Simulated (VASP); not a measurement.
# Cd (P6_3/mmc) in VASP: single point with LDA

Aim: the single point of Cd with LDA.

Program: VASP 6.6.1. These are calculated values, not measurements. Logs are shortened: lines on timing, memory, paths and dates and some standing lists are left out, and cuts for length are marked.

### 1 The cell of the first run

The structure is hexagonal, space group P6_3/mmc (No. 194). The conventional cell has a = 2.907 Å, b = 2.907 Å, c = 5.482 Å, α = 90.00°, β = 90.00°, γ = 120.00°. Within 3.8 Å of Cd (site symmetry -6m2) lie 12 Cd at 2.91 to 3.21 Å.

### 2 Single point, LDA

Contents of INCAR:

```
  PREC = Accurate
  ENCUT = 540
  EDIFF = 1E-6
  ISMEAR = -1
  SIGMA = 0.05
  LREAL = F
  LASPH = T
  NELM = 120
  ALGO = Normal
  ISIF = 2
  LWAVE = F
  LCHARG = F
  GGA = CA
  NBANDS = 27
  GGA_COMPAT = F
```

Contents of KPOINTS:

```
Automatic mesh
0
Gamma
  17 17 8
```

Contents of POSCAR:

```
Cd
1.0
    2.9069518631      0.0000000000      0.0000000000
   -1.4534759315      2.5174941610      0.0000000000
    0.0000000000      0.0000000000      5.4820245371
Cd
2
Direct
    0.3333333333      0.6666666667      0.2500000000
    0.6666666667      0.3333333333      0.7500000000
```

Potentials or basis: VASP PAW LDA potentials, release 64 (Cd_sv_GW).

The run is started by

```console
cat potpaw_LDA.64/Cd_sv_GW/POTCAR > POTCAR
mpirun -np 1 vasp_std > vasp.out
```

OUTCAR:

```text
PREC = Accurate
   ENCUT = 540
   EDIFF = 1E-6
   ISMEAR = -1
   LREAL = F
   LASPH = T
   NELM = 120
   ISIF = 2
   GGA = CA

 ion  position               nearest neighbor table
   1  0.333  0.667  0.250-
   2  0.667  0.333  0.750-

  LATTYP: Found a hexagonal cell.
 ALAT       =     2.9069518631
 C/A-ratio  =     1.8858325818

  Lattice vectors:

 A1 = (   2.9069518631,   0.0000000000,   0.0000000000)
 A2 = (  -1.4534759315,   2.5174941610,   0.0000000000)
 A3 = (   0.0000000000,   0.0000000000,   5.4820245371)

Analysis of symmetry for initial positions (statically):
=====================================================================
 Subroutine PRICEL returns:
 Original cell was already a primitive cell.

 Routine SETGRP: Setting up the symmetry group for a
 hexagonal supercell.

 Subroutine GETGRP returns: Found 24 space group operations
 (whereof 12 operations were pure point group operations)
 out of a pool of 24 trial point group operations.

The static configuration has the point symmetry D_3d.
 The point group associated with its full space group is D_6h.

Analysis of symmetry for dynamics (positions and initial velocities):
=====================================================================
 Subroutine PRICEL returns:
 Original cell was already a primitive cell.

 Routine SETGRP: Setting up the symmetry group for a
 hexagonal supercell.

 Subroutine GETGRP returns: Found 24 space group operations
 (whereof 12 operations were pure point group operations)
 out of a pool of 24 trial point group operations.

The dynamic configuration has the point symmetry D_3d.
 The point group associated with its full space group is D_6h.

 Subroutine INISYM returns: Found 24 space group operations
 (whereof 12 operations are pure point group operations),
 and found     1 'primitive' translations

----------------------------------------------------------------------------------------

                                     Primitive cell

  volume of cell :      40.1187

  direct lattice vectors                    reciprocal lattice vectors
     2.906951863  0.000000000  0.000000000     0.344002944  0.198610193  0.000000000
    -1.453475932  2.517494161  0.000000000     0.000000000  0.397220385  0.000000000
     0.000000000  0.000000000  5.482024537     0.000000000  0.000000000  0.182414360

  length of vectors
     2.906951863  2.906951863  5.482024537     0.397220385  0.397220385  0.182414360

  position of ions in fractional coordinates (direct lattice)
     0.333333333  0.666666667  0.250000000
     0.666666667  0.333333333  0.750000000

  ion indices of the primitive-cell ions
   primitive index   ion index
                 1           1
                 2           2

----------------------------------------------------------------------------------------

 KPOINTS: Automatic mesh

Automatic generation of k-mesh.
 Grid dimensions read from file:
 generate k-points for:   17   17    8

 Generating k-lattice:

  Cartesian coordinates                     Fractional coordinates (reciprocal lattice)
     0.020235467  0.011682953  0.000000000     0.058823529 -0.000000000  0.000000000
     0.000000000  0.023365905  0.000000000     0.000000000  0.058823529  0.000000000
     0.000000000  0.000000000  0.022801795     0.000000000  0.000000000  0.125000000

  Length of vectors
     0.023365905  0.023365905  0.022801795

  Shift w.r.t. Gamma in fractional coordinates (k-lattice)
     0.000000000  0.000000000  0.000000000

 Subroutine IBZKPT returns following result:
 ===========================================

 Found    165 irreducible k-points:

 Following reciprocal coordinates:
            Coordinates               Weight
  0.000000  0.000000  0.000000      1.000000
  0.058824  0.000000  0.000000      6.000000
  0.117647 -0.000000  0.000000      6.000000
  0.176471  0.000000  0.000000      6.000000
  0.235294 -0.000000  0.000000      6.000000
  0.294118  0.000000  0.000000      6.000000
[... 16 lines left out ...]
  0.411765  0.117647  0.000000     12.000000
  0.176471  0.176471  0.000000      6.000000
 [... further k-points ...]
   k-points           NKPTS =    165   k-points in BZ     NKDIM =    165   number of bands    NBANDS=     27
   number of dos      NEDOS =    301   number of ions     NIONS =      2
   total plane-waves  NPLWV =  24192
   dimension x,y,z NGX =    24 NGY =   24 NGZ =   42
   dimension x,y,z NGXF=    48 NGYF=   48 NGZF=   84
   ions per type =               2
   NGX,Y,Z   is equivalent  to a cutoff of  13.73, 13.73, 12.74 a.u.
   NGXF,Y,Z  is equivalent  to a cutoff of  27.45, 27.45, 25.47 a.u.
 SYSTEM =  unknown system
   PREC   = accura    normal or accurate (medium, high low for compatibility)
   ISTART =      0    job   : 0-new  1-cont  2-samecut
   ICHARG =      2    charge: 1-file 2-atom 10-const
   ISPIN  =      1    spin polarized calculation?
   LNONCOLLINEAR =      F non collinear calculations
   LSORBIT =      F    spin-orbit coupling
   LASPH  =      T    aspherical Exc in radial PAW
   ENCUT  =  540.0 eV  39.69 Ry    6.30 a.u.   5.51  5.51 10.39*2*pi/ulx,y,z
   NELM   =    120;   NELMIN=  2; NELMDL= -5     # of ELM steps
   EDIFF  = 0.1E-05   stopping-criterion for ELM
   LREAL  =      F    real-space projection
   EDIFFG = 0.1E-04   stopping-criterion for IOM
   NSW    =      0    number of steps for IOM
   IBRION =     -1    ionic relax: 0-MD 1-quasi-New 2-CG
   NFREE  =      0    steps in history (QN), initial steepest desc. (CG)
   ISIF   =      2    stress and relaxation
   ISYM   =      2    0-nonsym 1-usesym 2-fastsym
   POTIM  = 0.5000    time-step for ionic-motion
   TEBEG  =    0.0;   TEEND  =   0.0 temperature during run
   PSTRESS=    0.0 pullay stress
   NELECT =      40.0000    total number of electrons
   NUPDOWN=      -1.0000    fix difference up-down
   EMIN   =  10.00;   EMAX   =-10.00  energy-range for DOS
   EFERMI =   0.00;   METHOD = LEGACY
   ISMEAR =    -1;   SIGMA  =   0.05  broadening in eV -4-tet -1-fermi 0-gaus
   EFERMI_NEDOS =   21; number of points for ismear=-14 and -15
   IALGO  =     38    algorithm
   IMIX   =      4    mixing-type and parameters
     AMIX     =   0.40;   BMIX     =  1.00
     AMIX_MAG =   1.60;   BMIX_MAG =  1.00
  volume/ion in A,a.u.               =      20.06       135.37
  Fermi-wavevector in a.u.,A,eV,Ry     =   1.635482  3.090613 36.392876  2.674801
  Thomas-Fermi vector in A             =   2.726947
   LORBIT       =      0    0 simple, 1 ext, 2 COOP (PROOUT), +10 PAW based schemes
   GGA     = CA    functional components
   LHFCALC =     F    Hartree Fock is set to
   AEXX    =    0.0000 exact exchange contribution
   IVDW    =     0    specifies the selected vdW correction
   LEPSILON=     F    determine dielectric tensor
   LRPA    =     F    only Hartree local field effects (RPA)
 non-spin polarized calculation
  energy-cutoff  :      540.00
  volume of cell :       40.12
 maximum number of plane-waves:      1179
 NGX is ok and might be reduce to    24
   NGX = 11   NGY = 11   NGZ = 21

 number of electron      40.0000005 magnetization

 Free energy of the ion-electron system (eV)
  ---------------------------------------------------
  ext. energy  EPLUGINS =         0.00000000
  ---------------------------------------------------
  free energy    TOTEN  =        -3.05388075 eV

  energy without entropy =       -3.04982012  energy(sigma->0) =       -3.05185044

 E-fermi :   7.0169     XC(G=0): -12.0900

 val. band max:        6.9257903052   @ k =   0.1765   0.1765   0.0000
 cond. band min:       7.0211913246   @ k =   0.2353   0.1176   0.0000
 fundamental gap:      0.0954010194
 Fermi energy:         7.0169475972

 k-point     1 :       0.0000    0.0000    0.0000
  band No.  band energies     occupation
      1     -95.6000      2.00000
      2     -95.5982      2.00000
      3     -56.9876      2.00000
      4     -56.9580      2.00000
      5     -56.9368      2.00000
      6     -56.9368      2.00000
[... 19 lines left out ...]
     26      22.3415      0.00000
     27      22.6732      0.00000

 k-point     2 :       0.0588    0.0000    0.0000
  band No.  band energies     occupation
      1     -95.5997      2.00000
      2     -95.5981      2.00000
      3     -56.9872      2.00000
      4     -56.9578      2.00000
      5     -56.9395      2.00000
      6     -56.9380      2.00000
[... 19 lines left out ...]
     26      22.6374      0.00000
     27      22.7438      0.00000

 k-point     3 :       0.1176   -0.0000    0.0000
  band No.  band energies     occupation
      1     -95.5990      2.00000
      2     -95.5975      2.00000
      3     -56.9857      2.00000
      4     -56.9575      2.00000
      5     -56.9466      2.00000
      6     -56.9430      2.00000
[... 19 lines left out ...]
     26      22.4530      0.00000
     27      22.8472      0.00000

 k-point     4 :       0.1765    0.0000    0.0000
  band No.  band energies     occupation
      1     -95.5980      2.00000
      2     -95.5966      2.00000
      3     -56.9835      2.00000
      4     -56.9576      2.00000
      5     -56.9569      2.00000
      6     -56.9536      2.00000
[... 19 lines left out ...]
     26      20.9195      0.00000
     27      21.3001      0.00000
[... 516 lines left out ...]
      4     -56.9982      2.00000
      5     -56.9704      2.00000
      6     -56.9602      2.00000
[... 19 lines left out ...]
     26      18.3870      0.00000
     27      18.8704      0.00000

 k-point    23 :       0.4118    0.1176    0.0000
  band No.  band energies     occupation
      1     -95.5929      2.00000
      2     -95.5924      2.00000
      3     -57.0056      2.00000
      4     -57.0024      2.00000
      5     -56.9687      2.00000
      6     -56.9621      2.00000
[... 19 lines left out ...]
     26      18.1354      0.00000
     27      18.7136      0.00000

 k-point    24 :       0.1765    0.1765    0.0000
  band No.  band energies     occupation
      1     -95.5954      2.00000
      2     -95.5943      2.00000
      3     -56.9807      2.00000
      4     -56.9803      2.00000
      5     -56.9767      2.00000
      6     -56.9582      2.00000
[... 19 lines left out ...]
     26      18.2645      0.00000
     27      18.6341      0.00000

 [... further k-points ...]

------------------------ aborting loop because EDIFF is reached ----------------------------------------

  FORCE on cell =-STRESS in cart. coord.  units (eV):
  Direction    XX          YY          ZZ          XY          YZ          ZX
  --------------------------------------------------------------------------------------
  -------------------------------------------------------------------------------------
  Total       -0.4907982     -0.4907982     -0.6838891     -0.0000000      0.0000000      0.0000000
  in kB      -19.6004610    -19.6004610    -27.3117165     -0.0000000      0.0000000      0.0000000
  external PRESSURE =     -22.1708795 kB  Pullay stress =       0.0000000 kB

 VOLUME and BASIS-vectors are now :
 -----------------------------------------------------------------------------
  energy-cutoff  :      540.00
  volume of cell :       40.12
      direct lattice vectors                 reciprocal lattice vectors
     2.906951863  0.000000000  0.000000000     0.344002944  0.198610193  0.000000000
    -1.453475932  2.517494161  0.000000000     0.000000000  0.397220385  0.000000000
     0.000000000  0.000000000  5.482024537     0.000000000  0.000000000  0.182414360

 POSITION                                       TOTAL-FORCE (eV/Angst)
 -----------------------------------------------------------------------------------
     -0.00000      1.67833      1.37051         0.000000      0.000000      0.000000
      1.45348      0.83916      4.11152        -0.000000      0.000000      0.000000
 -----------------------------------------------------------------------------------
    total drift:                                0.000000     -0.000000      0.000000

  FREE ENERGIE OF THE ION-ELECTRON SYSTEM (eV)
  ---------------------------------------------------
  free  energy   TOTEN  =        -3.0538807498 eV

  energy  without entropy=       -3.0498201234  energy(sigma->0) =       -3.05185044
```

It took 53 s on 1 thread of Intel Xeon 6975P-C (Granite Rapids), shared host; peak memory 0.29 GiB.

What came out:

```yaml
Free_energy: -3.0539 eV
Pressure: -2.2 GPa
Band_gap_on_the_k_mesh: zero (bands 20 and 21 overlap by 4.40 eV)
```

Levels at points of the mesh, in eV from the Fermi level:
```
           k point  band 18  band 19  band 20  band 21  band 22  band 23
(0.00, 0.00, 0.00)    -8.51    -8.51    -3.41    -3.03    10.64    13.97
(0.00, 0.00, 0.50)    -8.64    -7.83    -7.83     3.86     3.86    14.23
```
